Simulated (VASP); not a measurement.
Runs of VASP 6.6.1 on GaS5. The structure is that of space group P6/mmm (No. 191), or close to it. The cells are those of the table. 

```csv
task,cell,k mesh,cutoff (eV),gap on the mesh (eV),pressure (GPa)
single point,"a = 5.843, b = 5.843, c = 4.652 Å, angles 90.0, 90.0, 120.0°, 6 atoms",3 × 3 × 4,520,none,-7.4
single point,"a = 6.531, b = 6.531, c = 3.306 Å, angles 90.0, 90.0, 120.0°, 6 atoms",6 × 6 × 10,520,none,-0.1
relaxation of cell and atoms,"relaxed from a = 5.843, b = 5.843, c = 4.652 Å, angles 90.0, 90.0, 120.0°, 6 atoms",3 × 3 × 4,600,none,-0.2
single point,"a = 5.935, b = 5.935, c = 3.827 Å, angles 90.0, 90.0, 120.0°, 6 atoms",3 × 3 × 4,520,none,(a)
```

Alike in all rows: level PBE; potentials or basis VASP PAW PBE potentials, release 64 (Ga_d, S); no spin polarisation; smearing gaussian 0.1 eV.

Q: Estimate the missing entries.

A: (a) 0.0.

Caveats: some runs use coarse meshes.

A k mesh can miss the band edges, and the runs leave out spin-orbit coupling on Ga.

A gap of «none» marks levels without a gap at the run's occupations.
